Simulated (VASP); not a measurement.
Input of a VASP 6.6.1 run:

The input INCAR:

```
SYSTEM = B6P7
ALGO = Normal
EDIFF = 1E-6
ENCUT = 520
GGA = PE
ISIF = 2
ISMEAR = -1
ISYM = 0
LASPH = .TRUE.
LCHARG = .FALSE.
LREAL = Auto
LWAVE = .FALSE.
NBANDS = 72
NELM = 60
PREC = Accurate
SIGMA = 0.1379
```

File KPOINTS:

```
Automatic mesh
0
Gamma
  1 1 1
  0.25 0.25 0.25
```

File POSCAR:

```
B6P7
1.0
    7.0133910000      0.4643600000      0.0424130000
    0.4643600000      7.2659330000      0.0942560000
    0.0424130000      0.0942560000      7.1824730000
P B
14 12
Direct
    0.8986886664      0.1426854999      0.2204172509
    0.8468708868      0.4633584678      0.1581167586
    0.7209865972      0.2141675838      0.6491931422
    0.1803500827      0.0894168890      1.0241842515
    0.7422336418      0.4334600671      0.8732874363
    0.4479115236      0.8266005565      0.6034262386
    0.2083088075      0.9462959617      0.3218327345
    0.1824758653      0.6341166382      0.3720558857
    0.8236700199      0.9561475590      0.7747250897
    0.3264940196      0.3271838732      0.0604219975
    0.2146558203      0.2221503343      0.5081477927
    0.2000002433      0.6046223462      0.8553665438
    0.4960246250      0.5387794994      0.3211918662
    0.7166716031      0.8487429687      0.5360277289
    0.5798378337      0.8382123292      0.8489208100
    0.5327852345      0.7695915988      0.2535844345
    0.4839426283      0.6592910905      0.8247168350
    0.5480611514      0.2672568826      0.8986029627
    0.5609682431      0.8874738656      0.0702145232
    0.3864353848      0.1833991792      0.3249312100
    0.0791586400      0.6368694789      0.1241080718
    0.7226014449      0.9762019462      0.2235492447
    0.5538554260      0.1266951606      0.1774968804
    0.4493736041      0.0433754856      0.9346513823
    0.2329835165      0.4824949717      0.6134000676
    0.4427702917      0.5569455396      0.5933225680
```

Potentials or basis: VASP PAW PBE potentials, release 64 (P, B).

Run with:

```console
$ cat potpaw_PBE.64/P/POTCAR potpaw_PBE.64/B/POTCAR > POTCAR
$ mpirun -np 1 vasp_std > vasp.out
```

Task: Predict the band gap on the k mesh.

Result: 0.49 eV.

Task: Predict the largest force.

Result: 5.474 eV/Å.

Task: What does it give for the pressure?

Result: 5.6 GPa.

Stress tensor (GPa, compression positive):
```
 7.27 -1.82 -0.78
-1.82  7.25 -1.13
-0.78 -1.13  2.18
```

Caveat: the k points lie up to 0.90 Å⁻¹ apart.
